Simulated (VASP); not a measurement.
# CuO (Cccm) in VASP: notebook, part 2 of 2

VASP 6.6.1.

## (4) Single point, PBE

Input file INCAR:

```
PREC     = Accurate       # precision mode
ENCUT    = 520            # plane-wave cutoff, eV
EDIFF    = 1E-7           # SCF threshold, eV
ISMEAR   = -1             # smearing method
SIGMA    = 0.04           # smearing width, eV
LREAL    = False          # projectors in reciprocal space
LASPH    = True           # aspherical terms in the spheres
NELM     = 60             # most SCF steps
ALGO     = Normal         # electronic algorithm
ISIF     = 2              # what is computed and relaxed
LWAVE    = False          # write WAVECAR
LCHARG   = False          # write CHGCAR
GGA      = PE             # functional
NBANDS   = 25             # bands
```

Input file KPOINTS:

```
Automatic mesh
0
Gamma
  5 5 3
```

Input file POSCAR:

```
CuO
1.0
    1.9909680000     -2.1535500000      0.0000000000
    1.9909680000      2.1535500000      0.0000000000
    0.0000000000      0.0000000000      5.1559280000
Cu O
2 2
Direct
    0.5000000000      0.0000000000      0.0000000000
    0.0000000000      0.5000000000      0.5000000000
    0.5000000000      0.5000000000      0.2500000000
    0.5000000000      0.5000000000      0.7500000000
```

Potentials or basis: VASP PAW PBE potentials, release 64 (Cu, O).

The run is started by

```
cat potpaw_PBE.64/Cu/POTCAR potpaw_PBE.64/O/POTCAR > POTCAR
mpirun -np 1 vasp_std > vasp.out
```

OUTCAR:

```text
PREC = Accurate
   ENCUT = 520
   EDIFF = 1E-7
   ISMEAR = -1
   LREAL = False
   LASPH = True
   NELM = 60
   ISIF = 2
   GGA = PE

 ion  position               nearest neighbor table
   1  0.500  0.000  0.000-   3 1.95   4 1.95   3 1.95   4 1.95
   2  0.000  0.500  0.500-   3 1.95   4 1.95   3 1.95   4 1.95
   3  0.500  0.500  0.250-   1 1.95   2 1.95   1 1.95   2 1.95
   4  0.500  0.500  0.750-   1 1.95   2 1.95   1 1.95   2 1.95

  LATTYP: Found a base centered orthorhombic cell.
 ALAT       =     3.9819360000
 B/A-ratio  =     1.0816597755
 C/A-ratio  =     1.2948294498

  Lattice vectors:

 A1 = (   1.9909680000,  -2.1535500000,   0.0000000000)
 A2 = (   1.9909680000,   2.1535500000,   0.0000000000)
 A3 = (   0.0000000000,   0.0000000000,   5.1559280000)

Analysis of symmetry for initial positions (statically):
=====================================================================
 Subroutine PRICEL returns:
 Original cell was already a primitive cell.

 Routine SETGRP: Setting up the symmetry group for a
 base centered orthorhombic supercell.

 Subroutine GETGRP returns: Found  8 space group operations
 (whereof  4 operations were pure point group operations)
 out of a pool of  8 trial point group operations.

The static configuration has the point symmetry C_2h.
 The point group associated with its full space group is D_2h.

Analysis of symmetry for dynamics (positions and initial velocities):
=====================================================================
 Subroutine PRICEL returns:
 Original cell was already a primitive cell.

 Routine SETGRP: Setting up the symmetry group for a
 base centered orthorhombic supercell.

 Subroutine GETGRP returns: Found  8 space group operations
 (whereof  4 operations were pure point group operations)
 out of a pool of  8 trial point group operations.
[... 114 lines left out ...]
   ISMEAR =    -1;   SIGMA  =   0.04  broadening in eV -4-tet -1-fermi 0-gaus
   EFERMI_NEDOS =   21; number of points for ismear=-14 and -15
   IALGO  =     38    algorithm
   IMIX   =      4    mixing-type and parameters
     AMIX     =   0.40;   BMIX     =  1.00
     AMIX_MAG =   1.60;   BMIX_MAG =  1.00
  volume/ion in A,a.u.               =      11.05        74.59
  Fermi-wavevector in a.u.,A,eV,Ry     =   1.499854  2.834314 30.607167  2.249563
  Thomas-Fermi vector in A             =   2.611430
   LORBIT       =      0    0 simple, 1 ext, 2 COOP (PROOUT), +10 PAW based schemes
   GGA     = PE    functional components
   LHFCALC =     F    Hartree Fock is set to
   AEXX    =    0.0000 exact exchange contribution
   IVDW    =     0    specifies the selected vdW correction
   LEPSILON=     F    determine dielectric tensor
   LRPA    =     F    only Hartree local field effects (RPA)
 non-spin polarized calculation
  energy-cutoff  :      520.00
  volume of cell :       44.21
 maximum number of plane-waves:      1213
 NGX is ok and might be reduce to    24
   NGX = 11   NGY = 11   NGZ = 19

 number of electron      33.9999999 magnetization

 Free energy of the ion-electron system (eV)
  ---------------------------------------------------
  ext. energy  EPLUGINS =         0.00000000
  ---------------------------------------------------
  free energy    TOTEN  =       -19.73084188 eV

  energy without entropy =      -19.71901757  energy(sigma->0) =      -19.72492972

 E-fermi :   4.9565     XC(G=0): -11.3364

 val. band max:        4.8297040241   @ k =   0.2000   0.2000   0.3333
 cond. band min:       5.0282305430   @ k =  -0.4000   0.2000   0.3333
 fundamental gap:      0.1985265190
 Fermi energy:         4.9565032636

 k-point     1 :       0.0000    0.0000    0.0000
  band No.  band energies     occupation
      1     -14.8879      2.00000
      2     -13.5882      2.00000
      3      -3.2034      2.00000
      4      -0.5746      2.00000
      5      -0.4178      2.00000
      6       1.1943      2.00000
[... 493 lines left out ...]
     24      17.1632      0.00000
     25      18.3329      0.00000

------------------------ aborting loop because EDIFF is reached ----------------------------------------

  FORCE on cell =-STRESS in cart. coord.  units (eV):
  Direction    XX          YY          ZZ          XY          YZ          ZX
  --------------------------------------------------------------------------------------
  -------------------------------------------------------------------------------------
  Total        0.6172110      0.3023594      0.6587829      0.0000000      0.0000000      0.0000000
  in kB       22.3659936     10.9566552     23.8724411      0.0000000      0.0000000      0.0000000
  external PRESSURE =      19.0650300 kB  Pullay stress =       0.0000000 kB

 VOLUME and BASIS-vectors are now :
 -----------------------------------------------------------------------------
  energy-cutoff  :      520.00
  volume of cell :       44.21
      direct lattice vectors                 reciprocal lattice vectors
     1.990968000 -2.153550000  0.000000000     0.251134122 -0.232174781  0.000000000
     1.990968000  2.153550000  0.000000000     0.251134122  0.232174781  0.000000000
     0.000000000  0.000000000  5.155928000     0.000000000  0.000000000  0.193951506

 POSITION                                       TOTAL-FORCE (eV/Angst)
 -----------------------------------------------------------------------------------
      0.99548     -1.07678      0.00000         0.000000     -0.000000      0.000000
      0.99548      1.07678      2.57796         0.000000     -0.000000      0.000000
      1.99097      0.00000      1.28898         0.000000      0.000000     -0.000000
      1.99097      0.00000      3.86695         0.000000      0.000000      0.000000
 -----------------------------------------------------------------------------------
    total drift:                                0.000000     -0.000000     -0.000000

  FREE ENERGIE OF THE ION-ELECTRON SYSTEM (eV)
  ---------------------------------------------------
  free  energy   TOTEN  =       -19.7308418757 eV

  energy  without entropy=      -19.7190175725  energy(sigma->0) =      -19.72492972
```

Wall time 22 s (1 thread of Intel Xeon Platinum 8488C (Sapphire Rapids), shared host); peak memory 0.16 GiB.

What came out:

| Item | Value |
| --- | --- |
| Free energy | -19.7308 eV |
| Pressure | 1.9 GPa |
| Band gap on the k mesh | zero (bands 17 and 18 overlap by 0.71 eV) |

Caveat: the k points lie up to 0.43 Å⁻¹ apart, too coarse for converged energies and pressures of a metal; semilocal functionals often make such compounds metallic where correlation or magnetic order opens a gap, which also shifts bond lengths. With open d or f shells a metallic result of PBE can be an artefact of self-interaction; +U or a hybrid may open a gap.

## (5) Single point, RPBE

This run uses another cell than the first one, of 11.72 Å³/atom.

Input file INCAR:

```
PREC = Accurate ; ENCUT = 820
EDIFF = 1E-6 ; ISMEAR = -1
SIGMA = 0.05 ; LREAL = False
LASPH = True ; NELM = 120
ALGO = Normal ; ISIF = 2
LWAVE = False ; LCHARG = False
GGA = RP ; NBANDS = 33
GGA_COMPAT = False
```

Input file KPOINTS:

```
Automatic mesh
0
Gamma
  9 9 5
```

Input file POSCAR:

```
CuO
1.0
    2.0300165018     -2.1957871937      0.0000000000
    2.0300165018      2.1957871937      0.0000000000
    0.0000000000      0.0000000000      5.2570503003
Cu O
2 2
Direct
    0.5000000000      0.0000000000      0.0000000000
    0.0000000000      0.5000000000      0.5000000000
    0.5000000000      0.5000000000      0.2500000000
    0.5000000000      0.5000000000      0.7500000000
```

Potentials or basis: VASP PAW PBE potentials, release 64 (Cu_sv_GW, O).

The run is started by

```
cat potpaw_PBE.64/Cu_sv_GW/POTCAR potpaw_PBE.64/O/POTCAR > POTCAR
mpirun -np 1 vasp_std > vasp.out
```

OUTCAR:

```text
PREC = Accurate
   ENCUT = 820
   EDIFF = 1E-6
   ISMEAR = -1
   LREAL = False
   LASPH = True
   NELM = 120
   ISIF = 2
   GGA = RP

 ion  position               nearest neighbor table
   1  0.500  0.000  0.000-   3 1.99   4 1.99   3 1.99   4 1.99
   2  0.000  0.500  0.500-   3 1.99   4 1.99   3 1.99   4 1.99
   3  0.500  0.500  0.250-   1 1.99   2 1.99   1 1.99   2 1.99
   4  0.500  0.500  0.750-   1 1.99   2 1.99   1 1.99   2 1.99

  LATTYP: Found a base centered orthorhombic cell.
 ALAT       =     4.0600330036
 B/A-ratio  =     1.0816597756
 C/A-ratio  =     1.2948294498

  Lattice vectors:

 A1 = (   2.0300165018,  -2.1957871937,   0.0000000000)
 A2 = (   2.0300165018,   2.1957871937,   0.0000000000)
 A3 = (   0.0000000000,   0.0000000000,   5.2570503003)

Analysis of symmetry for initial positions (statically):
=====================================================================
 Subroutine PRICEL returns:
 Original cell was already a primitive cell.

 Routine SETGRP: Setting up the symmetry group for a
 base centered orthorhombic supercell.

 Subroutine GETGRP returns: Found  8 space group operations
 (whereof  4 operations were pure point group operations)
 out of a pool of  8 trial point group operations.

The static configuration has the point symmetry C_2h.
 The point group associated with its full space group is D_2h.

Analysis of symmetry for dynamics (positions and initial velocities):
=====================================================================
 Subroutine PRICEL returns:
 Original cell was already a primitive cell.

 Routine SETGRP: Setting up the symmetry group for a
 base centered orthorhombic supercell.

[... 120 lines left out ...]
   NELECT =      50.0000    total number of electrons
   NUPDOWN=      -1.0000    fix difference up-down
   EMIN   =  10.00;   EMAX   =-10.00  energy-range for DOS
   EFERMI =   0.00;   METHOD = LEGACY
   ISMEAR =    -1;   SIGMA  =   0.05  broadening in eV -4-tet -1-fermi 0-gaus
   EFERMI_NEDOS =   21; number of points for ismear=-14 and -15
   IALGO  =     38    algorithm
   IMIX   =      4    mixing-type and parameters
     AMIX     =   0.40;   BMIX     =  1.00
     AMIX_MAG =   1.60;   BMIX_MAG =  1.00
  volume/ion in A,a.u.               =      11.72        79.07
  Fermi-wavevector in a.u.,A,eV,Ry     =   1.672801  3.161135 38.072665  2.798262
  Thomas-Fermi vector in A             =   2.757884
   LORBIT       =      0    0 simple, 1 ext, 2 COOP (PROOUT), +10 PAW based schemes
   GGA     = RP    functional components
   LHFCALC =     F    Hartree Fock is set to
   AEXX    =    0.0000 exact exchange contribution
   IVDW    =     0    specifies the selected vdW correction
   LEPSILON=     F    determine dielectric tensor
   LRPA    =     F    only Hartree local field effects (RPA)
 non-spin polarized calculation
  energy-cutoff  :      820.00
  volume of cell :       46.87
 maximum number of plane-waves:      2530
   NGX = 13   NGY = 13   NGZ = 25

 number of electron      49.9999969 magnetization

 Free energy of the ion-electron system (eV)
  ---------------------------------------------------
  ext. energy  EPLUGINS =         0.00000000
  ---------------------------------------------------
  free energy    TOTEN  =       -18.19350864 eV

  energy without entropy =      -18.17340705  energy(sigma->0) =      -18.18345785

 E-fermi :   4.3830     XC(G=0): -11.0732

 val. band max:        4.3808155853   @ k =   0.2222   0.1111   0.0000
 cond. band min:       4.3884758719   @ k =   0.1111   0.1111   0.4000
 fundamental gap:      0.0076602866
 Fermi energy:         4.3830352924

 k-point     1 :       0.0000    0.0000    0.0000
  band No.  band energies     occupation
      1    -108.2782      2.00000
      2    -108.2778      2.00000
      3     -65.6903      2.00000
      4     -65.6903      2.00000
      5     -65.6643      2.00000
      6     -65.6601      2.00000
[... 853 lines left out ...]
     32      15.5237      0.00000
     33      16.1292      0.00000

 [... further k-points ...]

------------------------ aborting loop because EDIFF is reached ----------------------------------------

  FORCE on cell =-STRESS in cart. coord.  units (eV):
  Direction    XX          YY          ZZ          XY          YZ          ZX
  --------------------------------------------------------------------------------------
  -------------------------------------------------------------------------------------
  Total       -0.3101855     -0.7207400     -1.2065121     -0.0000000      0.0000000      0.0000000
  in kB      -10.6040094    -24.6392385    -41.2458567     -0.0000000      0.0000000      0.0000000
  external PRESSURE =     -25.4963682 kB  Pullay stress =       0.0000000 kB

 VOLUME and BASIS-vectors are now :
 -----------------------------------------------------------------------------
  energy-cutoff  :      820.00
  volume of cell :       46.87
      direct lattice vectors                 reciprocal lattice vectors
     2.030016502 -2.195787194  0.000000000     0.246303417 -0.227708770  0.000000000
     2.030016502  2.195787194  0.000000000     0.246303417  0.227708770  0.000000000
     0.000000000  0.000000000  5.257050300     0.000000000  0.000000000  0.190220740

 POSITION                                       TOTAL-FORCE (eV/Angst)
 -----------------------------------------------------------------------------------
      1.01501     -1.09789      0.00000         0.000000     -0.000000      0.000000
      1.01501      1.09789      2.62853         0.000000     -0.000000      0.000000
      2.03002      0.00000      1.31426         0.000000      0.000000     -0.000000
      2.03002      0.00000      3.94279         0.000000      0.000000      0.000000
 -----------------------------------------------------------------------------------
    total drift:                                0.000000      0.000000     -0.000000

  FREE ENERGIE OF THE ION-ELECTRON SYSTEM (eV)
  ---------------------------------------------------
  free  energy   TOTEN  =       -18.1935086445 eV

  energy  without entropy=      -18.1734070503  energy(sigma->0) =      -18.18345785
```

OSZICAR:

```text
N       E                     dE             d eps       ncg     rms          rms(c)
DAV:   1     0.107726513958E+04    0.10773E+04   -0.39933E+04  7653   0.567E+03
DAV:   2     0.936427338688E+02   -0.98362E+03   -0.94555E+03  8275   0.136E+03
DAV:   3    -0.183247898217E+02   -0.11197E+03   -0.10936E+03  9482   0.509E+02
DAV:   4    -0.241166424900E+02   -0.57919E+01   -0.57656E+01  8208   0.131E+02
DAV:   5    -0.243571219067E+02   -0.24048E+00   -0.24031E+00  8484   0.240E+01    0.175E+01
DAV:   6    -0.231854870347E+02    0.11716E+01   -0.48478E+01  8676   0.335E+02    0.174E+01
DAV:   7    -0.181223986386E+02    0.50631E+01   -0.16858E+01  8108   0.284E+02    0.374E+00
DAV:   8    -0.182057355483E+02   -0.83337E-01   -0.14789E+00  8180   0.137E+01    0.191E+00
DAV:   9    -0.181958679959E+02    0.98676E-02   -0.62205E-02  9260   0.113E+01    0.570E-01
DAV:  10    -0.181929341415E+02    0.29339E-02   -0.82198E-03  9252   0.480E+00    0.156E-01
DAV:  11    -0.181935295070E+02   -0.59537E-03   -0.17194E-03  8234   0.419E-01    0.847E-02
DAV:  12    -0.181935015284E+02    0.27979E-04   -0.39801E-04  8452   0.432E-01    0.178E-02
DAV:  13    -0.181935043883E+02   -0.28599E-05   -0.36898E-05  8460   0.244E-01    0.119E-02
DAV:  14    -0.181935079364E+02   -0.35481E-05   -0.57976E-06  5524   0.119E-01    0.260E-03
DAV:  15    -0.181935086445E+02   -0.70808E-06   -0.20191E-06  4692   0.522E-02
   1 F= -.18193509E+02 E0= -.18183458E+02  d E =-.201016E-01
```

stdout:

```text
POSCAR found type information on POSCAR CuO
 POSCAR found :  2 types and       4 ions
 scaLAPACK will be used
 -----------------------------------------------------------------------------
|                                                                             |
|                                                                             |
|     You enforced a specific xc type in the INCAR file but a different       |
|     I HOPE YOU KNOW WHAT YOU ARE DOING!                                     |
|                                                                             |
 -----------------------------------------------------------------------------

 LDA part: xc-table for (Slater+PW92), standard interpolation
 POSCAR, INCAR and KPOINTS ok, starting setup
 FFT: planning ... GRIDC
 FFT: planning ... GRID_SOFT
 FFT: planning ... GRID
 WAVECAR not read
 entering main loop
```

It took 2.9 min on 1 thread of Intel Xeon Platinum 8488C (Sapphire Rapids), shared host; peak memory 0.35 GiB.

Results:

| Quantity | Value |
| --- | --- |
| Free energy | -18.1935 eV |
| Pressure | -2.5 GPa |
| Band gap on the k mesh | zero (bands 25 and 26 overlap by 0.80 eV) |

Levels at points of the mesh, in eV from the Fermi level:
```
           k point  band 22  band 23  band 24  band 25  band 26  band 27  band 28  band 29
(0.00, 0.00, 0.00)    -2.17    -2.11    -1.75     0.56     0.74     1.31     6.12     7.06
```

Caveat: the PAW data sets were made with another functional, which shifts forces and pressure a little; semilocal functionals often make such compounds metallic where correlation or magnetic order opens a gap, which also shifts bond lengths.

## (6) Single point, PBE

This run uses another cell than the first one, of 11.50 Å³/atom.

Input file INCAR:

```
PREC = Accurate
ENCUT = 820
EDIFF = 1E-6
ISMEAR = -1
SIGMA = 0.05
LREAL = F
LASPH = T
NELM = 120
ALGO = Normal
ISIF = 2
LWAVE = F
LCHARG = T
GGA = PE
LELF = T
LVHAR = T
NBANDS = 33
GGA_COMPAT = F
```

Input file KPOINTS:

```
regular mesh
0
Gamma
  8 8 5
```

Input file POSCAR:

```
CuO
1.0
    2.0307873600     -2.1966210000      0.0000000000
    2.0307873600      2.1966210000      0.0000000000
    0.0000000000      0.0000000000      5.1559280000
Cu O
2 2
Direct
    0.5000000000      0.0000000000      0.0000000000
    0.0000000000      0.5000000000      0.5000000000
    0.5000000000      0.5000000000      0.2500000000
    0.5000000000      0.5000000000      0.7500000000
```

Potentials or basis: VASP PAW PBE potentials, release 64 (Cu_sv_GW, O).

The run is started by

```
cat potpaw_PBE.64/Cu_sv_GW/POTCAR potpaw_PBE.64/O/POTCAR > POTCAR
mpirun -np 1 vasp_std > vasp.out
```

It took 3.4 min on 1 thread of Intel Xeon Platinum 8259CL at 2.50GHz (Skylake/Cascade Lake), shared host; peak memory 0.32 GiB.

The run converged. Its results:

* Free energy: -19.8927 eV
* Pressure: -4.2 GPa
* Band gap on the k mesh: zero (bands 25 and 26 overlap by 0.84 eV)

Stress tensor (GPa, compression positive):
```
-3.53  0.00  0.00
 0.00 -5.23  0.00
 0.00  0.00 -3.96
```

Levels at points of the mesh, in eV from the Fermi level:
```tsv
k point	band 21	band 22	band 23	band 24	band 25	band 26	band 27	band 28	band 29	band 30
(0.00, 0.00, 0.00)	-2.24	-2.23	-2.18	-1.75	0.60	0.77	1.30	6.01	7.16	12.93
(0.50, 0.00, 0.00)	-2.18	-1.77	-1.49	-1.44	0.23	0.49	3.84	5.72	6.16	10.75
(0.50, 0.50, 0.00)	-2.25	-2.23	-1.54	-1.18	-1.13	1.09	2.22	7.24	8.96	9.88
```

Caveat: the cell stands under tension; semilocal functionals often make such compounds metallic where correlation or magnetic order opens a gap, which also shifts bond lengths. With open d or f shells a metallic result of PBE can be an artefact of self-interaction; +U or a hybrid may open a gap.

## (7) Summary

```tsv
level	potentials or basis	cell	k mesh	cutoff (eV)	smearing	gap on the mesh (eV)	pressure (GPa)
RPBE	VASP PAW PBE potentials, release 64 (Cu_sv_GW, O)	a = 2.933, b = 2.933, c = 5.156 Å, angles 90.0, 90.0, 94.5°, 4 atoms	5 × 5 × 3	820	fermi-dirac 0.05 eV	none	5.6
RPBE	VASP PAW PBE potentials, release 64 (Cu_sv_GW, O)	a = 2.933, b = 2.933, c = 5.156 Å, angles 90.0, 90.0, 94.5°, 4 atoms	9 × 9 × 5	820	fermi-dirac 0.05 eV	none	5.8
PBE	VASP PAW PBE potentials, release 64 (Cu, O)	a = 2.933, b = 2.933, c = 5.156 Å, angles 90.0, 90.0, 94.5°, 4 atoms	5 × 5 × 3	520	fermi-dirac 0.04 eV	none	1.9
RPBE	VASP PAW PBE potentials, release 64 (Cu_sv_GW, O)	a = 2.990, b = 2.990, c = 5.257 Å, angles 90.0, 90.0, 94.5°, 4 atoms	9 × 9 × 5	820	fermi-dirac 0.05 eV	none	-2.5
PBE	VASP PAW PBE potentials, release 64 (Cu_sv_GW, O)	a = 2.992, b = 2.992, c = 5.156 Å, angles 90.0, 90.0, 94.5°, 4 atoms	8 × 8 × 5	820	fermi-dirac 0.05 eV	none	-4.2
```

Alike in all rows: task single point; no spin polarisation.

Caveats: some runs use coarse meshes; semilocal functionals often make such compounds metallic where correlation or magnetic order opens a gap, which also shifts bond lengths; the PAW data sets were made with another functional, which shifts forces and pressure a little (at least some runs); the cell stands under pressure (at least some runs); the cell stands under tension (at least some runs).

Absolute energies hang on the potentials; compare differences alone.

The gap in the log of VASP goes by the Fermi energy; the results here count the filled bands.